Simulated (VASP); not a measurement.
# Mg2Ge (Fm-3m) in VASP: elastic constants with PBE

Aim: the elastic constants of Mg2Ge with PBE.

All numbers are computed with VASP 6.6.1; they aren't measurements. Logs are shortened: lines on timing, memory, paths and dates and some standing lists are left out, and cuts for length are marked.

## Step 1: The cell of the first run

It takes space group Fm-3m (No. 225, cubic). The conventional cell has a = 6.422 Å, b = 6.422 Å, c = 6.422 Å, α = 90.00°, β = 90.00°, γ = 90.00°. Within 3.7 Å of Mg (site symmetry -43m) lie 4 Ge at 2.78 Å and 6 Mg at 3.21 Å. Within 3.7 Å of Ge (site symmetry m-3m) lie 8 Mg at 2.78 Å.

## Step 2: Elastic constants, PBE

Contents of INCAR:

```
SYSTEM = Mg2Ge
ALGO = Normal
EDIFF = 1E-8
ENCUT = 600
GGA = PE
GGA_COMPAT = .FALSE.
IBRION = 6
ISIF = 3
ISMEAR = 0
LASPH = .TRUE.
LCHARG = .FALSE.
LREAL = .FALSE.
LWAVE = .FALSE.
NBANDS = 16
NELM = 120
NFREE = 2
NSW = 1
POTIM = 0.015
PREC = Accurate
SIGMA = 0.01
```

Contents of KPOINTS:

```
k-points
0
G
  10 10 10
  0 0 0
```

Contents of POSCAR:

```
Mg2Ge
1.0
    0.0000000000      3.2109592251      3.2109592251
    3.2109592251      0.0000000000      3.2109592251
    3.2109592251      3.2109592251      0.0000000000
Mg Ge
2 1
Direct
    0.2500000000      0.2500000000      0.2500000000
    0.7500000000      0.7500000000      0.7500000000
    0.0000000000      0.0000000000      0.0000000000
```

Potentials or basis: VASP PAW PBE potentials, release 64 (Mg, Ge_d).

Launch:

```bash
cat potpaw_PBE.64/Mg/POTCAR potpaw_PBE.64/Ge_d/POTCAR > POTCAR
mpirun -np 1 vasp_std > vasp.out
```

OUTCAR:

```text
SYSTEM = Mg2Ge
   EDIFF = 1E-8
   ENCUT = 600
   GGA = PE
   IBRION = 6
   ISIF = 3
   ISMEAR = 0
   LASPH = .TRUE.
   LREAL = .FALSE.
   NELM = 120
   NFREE = 2
   NSW = 1
   POTIM = 0.015
   PREC = Accurate

 ion  position               nearest neighbor table
   1  0.250  0.250  0.250-   3 2.78   3 2.78   3 2.78   3 2.78   2 3.21   2 3.21   2 3.21   2 3.21
                             2 3.21   2 3.21
   2  0.750  0.750  0.750-   3 2.78   3 2.78   3 2.78   3 2.78   1 3.21   1 3.21   1 3.21   1 3.21
                             1 3.21   1 3.21
   3  0.000  0.000  0.000-   2 2.78   2 2.78   2 2.78   1 2.78   2 2.78   1 2.78   1 2.78   1 2.78

  LATTYP: Found a face centered cubic cell.
 ALAT       =     6.4219184502

  Lattice vectors:

 A1 = (   0.0000000000,   3.2109592251,   3.2109592251)
 A2 = (   3.2109592251,   0.0000000000,   3.2109592251)
 A3 = (   3.2109592251,   3.2109592251,   0.0000000000)

Analysis of symmetry for initial positions (statically):
=====================================================================
 Subroutine PRICEL returns:
 Original cell was already a primitive cell.

 Routine SETGRP: Setting up the symmetry group for a
 face centered cubic supercell.

 Subroutine GETGRP returns: Found 48 space group operations
 (whereof 48 operations were pure point group operations)
 out of a pool of 48 trial point group operations.

The static configuration has the point symmetry O_h .

Analysis of symmetry for dynamics (positions and initial velocities):
=====================================================================
 Subroutine PRICEL returns:
 Original cell was already a primitive cell.

 Routine SETGRP: Setting up the symmetry group for a
 face centered cubic supercell.

 Subroutine GETGRP returns: Found 48 space group operations
 (whereof 48 operations were pure point group operations)
 out of a pool of 48 trial point group operations.

[... 357 lines left out ...]
      1     -20.2857      2.00000
      2     -20.2857      2.00000
      3     -20.2857      2.00000
      4     -20.2685      2.00000
      5     -20.2685      2.00000
      6      -6.2521      2.00000
[... 433 lines left out ...]
      3     -20.2841      2.00000
      4     -20.2689      2.00000
      5     -20.2677      2.00000
      6      -5.0674      2.00000
[... 8 lines left out ...]
     15      11.4804      0.00000
     16      12.6302      0.00000

 [... further k-points ...]
[... 5 lines left out ...]
  --------------------------------------------------------------------------------------
  -------------------------------------------------------------------------------------
  Total       -0.0567244     -0.0556565     -0.0556565      0.0000000      0.0000000      0.0000000
  in kB       -1.3726077     -1.3467648     -1.3467648      0.0000000      0.0000000      0.0000000
  external PRESSURE =      -1.3553791 kB  Pullay stress =       0.0000000 kB
[... 18 lines left out ...]
  FREE ENERGIE OF THE ION-ELECTRON SYSTEM (eV)
  ---------------------------------------------------
  free  energy   TOTEN  =        -8.3614477602 eV

  energy  without entropy=       -8.3614477602  energy(sigma->0) =       -8.36144776

 INTERNAL STRAIN TENSORS FROM STRAINED CELLS
 ============================================

 INTERNAL STRAIN TENSOR FOR ION    1 for displacements in x,y,z  (eV/Angst):
          X           Y           Z          XY          YZ          ZX
  --------------------------------------------------------------------------------
  x     0.00000     0.00000    -0.00000     0.00000    -1.30571     0.00000
  y    -0.00000    -0.00000    -0.00000     0.00000    -0.00000    -1.30583
  z    -0.00000    -0.00000    -0.00000    -1.30574    -0.00000     0.00000

 INTERNAL STRAIN TENSORS FROM DISPLACED ATOMS
 ============================================

 INTERNAL STRAIN TENSOR FOR ION    1 for displacements in x,y,z  (eV/Angst):
          X           Y           Z          XY          YZ          ZX
  --------------------------------------------------------------------------------
  x    -0.00000     0.00000     0.00000     0.00000    -1.34287     0.00000
  y     0.00000    -0.00000     0.00000     0.00000     0.00000    -1.34287
  z     0.00000     0.00000    -0.00000    -1.34287     0.00000     0.00000

 INTERNAL STRAIN TENSOR FOR ION    3 for displacements in x,y,z  (eV/Angst):
          X           Y           Z          XY          YZ          ZX
  --------------------------------------------------------------------------------
  x     0.00000     0.00000     0.00000     0.00000     0.00000     0.00000
  y     0.00000     0.00000     0.00000     0.00000     0.00000     0.00000
  z     0.00000     0.00000     0.00000     0.00000     0.00000     0.00000

 Eigenvectors and eigenvalues of the dynamical matrix
 ----------------------------------------------------

   1 f  =    7.440526 THz    46.750205 2PiTHz  248.189238 cm-1    30.771530 meV
             X         Y         Z           dx          dy          dz
      1.605480  1.605480  1.605480    -0.230455   -0.273886   -0.609817
      4.816439  4.816439  4.816439     0.230455    0.273886    0.609817
      0.000000  0.000000  0.000000     0.000000   -0.000000    0.000000
[... 43 lines left out ...]
   9 f/i=    0.020417 THz     0.128283 2PiTHz    0.681035 cm-1     0.084437 meV
             X         Y         Z           dx          dy          dz
      1.605480  1.605480  1.605480     0.038560    0.447905    0.000000
      4.816439  4.816439  4.816439     0.038560    0.447905    0.000000
      0.000000  0.000000  0.000000     0.066205    0.769029    0.000000

--------------------------------------------------------------------------------------------------------

 ELASTIC MODULI CONTR FROM IONIC RELAXATION (kBar)
 Direction    XX          YY          ZZ          XY          YZ          ZX
 --------------------------------------------------------------------------------
 XX          -0.0000     -0.0000     -0.0000     -0.0000     -0.0000     -0.0000
 YY           0.0000     -0.0000     -0.0000     -0.0000      0.0000     -0.0000
 ZZ          -0.0000     -0.0000     -0.0000     -0.0000     -0.0000     -0.0000
 XY          -0.0000     -0.0000     -0.0000    -15.8516     -0.0000     -0.0000
 YZ          -0.0000     -0.0000     -0.0000     -0.0000    -15.8516     -0.0000
 ZX           0.0000     -0.0000     -0.0000     -0.0000      0.0000    -15.8516
 --------------------------------------------------------------------------------

 TOTAL ELASTIC MODULI (kBar)
 Direction    XX          YY          ZZ          XY          YZ          ZX
 --------------------------------------------------------------------------------
 XX        1075.2240    206.9280    206.9280     -0.0000     -0.0000     -0.0000
 YY         206.9280   1075.2240    206.9280     -0.0000     -0.0000      0.0000
 ZZ         206.9280    206.9280   1075.2240     -0.0000     -0.0000     -0.0000
 XY          -0.0000     -0.0000     -0.0000    419.1193     -0.0000     -0.0000
 YZ          -0.0000     -0.0000     -0.0000     -0.0000    419.1193     -0.0000
 ZX           0.0000      0.0000     -0.0000     -0.0000      0.0000    419.1193
 --------------------------------------------------------------------------------
```

stdout:

```text
POSCAR found type information on POSCAR MgGe
 POSCAR found :  2 types and       3 ions
 scaLAPACK will be used
 LDA part: xc-table for (Slater+PW92), standard interpolation
 POSCAR, INCAR and KPOINTS ok, starting setup
 FFT: planning ... GRIDC
 FFT: planning ... GRID_SOFT
 FFT: planning ... GRID
 WAVECAR not read
 entering main loop
 Found     2 degrees of freedom:
 Adding 6 more for cell shape distortion
 Finite differences POTIM= 0.01500 DOF=   8
 bond charge predicted
 Finite differences progress:
 bond charge predicted
 Finite differences progress:
 bond charge predicted
 Finite differences progress:
 bond charge predicted
 Finite differences progress:
 bond charge predicted
 Finite differences progress:
 bond charge predicted
 Finite differences progress:
 bond charge predicted
 Finite differences progress:
 bond charge predicted
 Finite differences progress:
 bond charge predicted
 Finite differences progress:
 bond charge predicted
 Finite differences progress:
 bond charge predicted
 Finite differences progress:
 bond charge predicted
 Finite differences progress:
 bond charge predicted
 Finite differences progress:
 bond charge predicted
 Finite differences progress:
 bond charge predicted
 Finite differences progress:
 bond charge predicted
 Finite differences progress:
```

Run time: 15 min. Hardware: 1 thread of Intel Xeon 6975P-C (Granite Rapids), shared host; peak memory 0.68 GiB.

Results:

```
Elastic constants C11, C12, C44                         : 108, 21, 42 GPa
Voigt bulk modulus                                      : 50 GPa
Highest phonon frequency at Γ, LO-TO splitting left out : 248 cm⁻¹
```

Phonon frequencies in cm⁻¹ (negative: imaginary):
| q point | frequencies |
| --- | --- |
| (0.000, 0.000, 0.000) | -1 -1 -1 208 208 208 248 248 248 |

Elastic tensor in Voigt notation (GPa, in the Cartesian axes of the cell as first typed):
```
108  21  21   0   0   0
 21 108  21   0   0   0
 21  21 108   0   0   0
  0   0   0  42   0   0
  0   0   0   0  42   0
  0   0   0   0   0  42
```

Clamped-ion elastic tensor (GPa):
```
108  21  21   0   0   0
 21 108  21   0   0   0
 21  21 108   0   0   0
  0   0   0  43   0   0
  0   0   0   0  43   0
  0   0   0   0   0  43
```
